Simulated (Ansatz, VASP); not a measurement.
# PN in VASP and in Ansatz

```
P N
1.0
     3.22452    0.00000    0.00000
     0.00000    4.03718    0.00000
     0.00000    0.00000    4.55978
P N
2 2
Direct
  0.50000 0.75000 0.43620
  0.50000 0.25000 0.93620
  0.50000 0.66667 0.00000
  0.50000 0.33333 0.50000
```

Alike in both runs: task relaxation of cell and atoms; functional PBE; k mesh 6 × 4 × 4; occupations gaussian, width 0.1 eV; no spin polarisation.

|  | VASP | Ansatz |
| --- | --- | --- |
| version | VASP 6.6.1 | Ansatz 0.2.0 |
| potentials or method | VASP PAW PBE potentials, release 64 (P, N_h), cutoff 910 eV | scalar-relativistic, plane waves, PAW |
| valence electrons in the cell | 20 | 20 |

```csv
,VASP,Ansatz,Ansatz less VASP
relaxed volume (Å³/atom),17.59,20.34,+2.741
relaxed length of the cell vector where the two differ most in proportion (Å),4.622,5.254,+0.6317
```

One of these differences is far larger than is usual between the two programs; its cause wasn't traced.

The k mesh is coarse, so the values compare programs but aren't converged. Noted on VASP's run: the cutoff is under 1.25 times that of the potentials, so the pressure is a little rough; the volume moved by over 15 % at a fixed basis, so the end points are rough.
